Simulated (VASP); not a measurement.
A run of VASP 6.6.1:

File INCAR:

```
PREC = Accurate
ENCUT = 520
EDIFF = 1E-6
ISMEAR = -1
SIGMA = 0.05
LREAL = Auto
LASPH = T
NELM = 60
ALGO = Normal
ISIF = 2
LWAVE = F
LCHARG = F
GGA = PS
ISYM = 0
NBANDS = 167
```

File KPOINTS:

```
Automatic mesh
0
Gamma
  1 1 1
  0.25 0.25 0.25
```

The input POSCAR:

```
Mg33O32
1.0
    8.4288080000      0.0000000000      0.0000000000
    0.0000000000      8.4288080000      0.0000000000
    0.0000000000      0.0000000000      8.4288080000
O Mg
32 33
Direct
    0.2503780000      0.9994090000      0.9995750000
    0.2470460000      0.9917280000      0.5032130000
    0.2468100000      0.5027990000      0.9916710000
    0.2467100000      0.5027790000      0.5048750000
    0.7505180000      0.9991110000      0.9994140000
    0.7499110000      0.9994800000      0.4996540000
    0.7500850000      0.4992390000      0.9994810000
    0.7577280000      0.5024500000      0.5030980000
    0.9998970000      0.2498370000      0.9997270000
    0.9925680000      0.2463470000      0.5031520000
    0.9996220000      0.7500080000      0.9994670000
    0.9998130000      0.7495840000      0.4996330000
    0.5032930000      0.2463200000      0.9923750000
    0.5025640000      0.2469090000      0.5026430000
    0.4997770000      0.7495960000      0.9996330000
    0.5031500000      0.7568850000      0.5030260000
    0.9997230000      0.9993930000      0.2502340000
    0.9995590000      0.9991040000      0.7503690000
    0.9917820000      0.5028040000      0.2466990000
    0.9996560000      0.4992440000      0.7499030000
    0.5033610000      0.9916440000      0.2468920000
    0.4998010000      0.9994580000      0.7497650000
    0.5051650000      0.5030610000      0.2464840000
    0.5032170000      0.5024550000      0.7576220000
    0.2463390000      0.2442580000      0.2464090000
    0.2470370000      0.2462670000      0.7578300000
    0.2467990000      0.7578920000      0.2466900000
    0.2502600000      0.7498070000      0.7499710000
    0.7580280000      0.2462400000      0.2468960000
    0.7499970000      0.2497040000      0.7498290000
    0.7501650000      0.7498330000      0.2501180000
    0.7503780000      0.7499230000      0.7502240000
    0.9998830000      0.9994340000      0.9997250000
    0.9942410000      0.9937900000      0.5005970000
    0.9937620000      0.5000690000      0.9936010000
    0.9996550000      0.5000380000      0.5005870000
    0.5007280000      0.9937300000      0.9940340000
    0.5005500000      0.9990050000      0.5004320000
    0.5007390000      0.5000550000      0.9995300000
    0.5311920000      0.5301260000      0.5311170000
    0.2494880000      0.2488070000      0.9996030000
    0.2191820000      0.2181150000      0.5315470000
    0.2495290000      0.7558040000      0.9936030000
    0.2494050000      0.7498380000      0.5005950000
    0.7558340000      0.2488680000      0.9940370000
    0.7504810000      0.2488900000      0.5004410000
    0.7501380000      0.7496910000      0.9996290000
    0.7556380000      0.7551850000      0.5005120000
    0.2494110000      0.9988730000      0.2492880000
    0.2494130000      0.9937520000      0.7556590000
    0.2169560000      0.5328060000      0.2168750000
    0.2493390000      0.5001150000      0.7505560000
    0.7558710000      0.9936990000      0.2492830000
    0.7501490000      0.9993300000      0.7499920000
    0.7507000000      0.5001400000      0.2491950000
    0.7556810000      0.5000960000      0.7555220000
    0.9997070000      0.2487960000      0.2493540000
    0.9942460000      0.2488570000      0.7556250000
    0.9937550000      0.7558140000      0.2493840000
    0.9997850000      0.7496930000      0.7499810000
    0.5318810000      0.2178690000      0.2188550000
    0.5005700000      0.2488760000      0.7503790000
    0.5007550000      0.7498600000      0.2492540000
    0.5006540000      0.7551870000      0.7554940000
    0.3734400000      0.3756540000      0.3729390000
```

Potentials or basis: VASP PAW PBE potentials, release 64 (O, Mg).

Command:

```console
$ cat potpaw_PBE.64/O/POTCAR potpaw_PBE.64/Mg/POTCAR > POTCAR
$ mpirun -np 1 vasp_std > vasp.out
```

Hardware: 1 thread of AMD EPYC 7R43 64-Core Processor (Zen 3), on a shared host.

Q: Estimate the wall time of this run.

A: Run time: 11 min on 1 thread of AMD EPYC 7R43 64-Core Processor (Zen 3) (shared host), peak memory 0.65 GiB. Counts: scf iterations 15, k points 4.
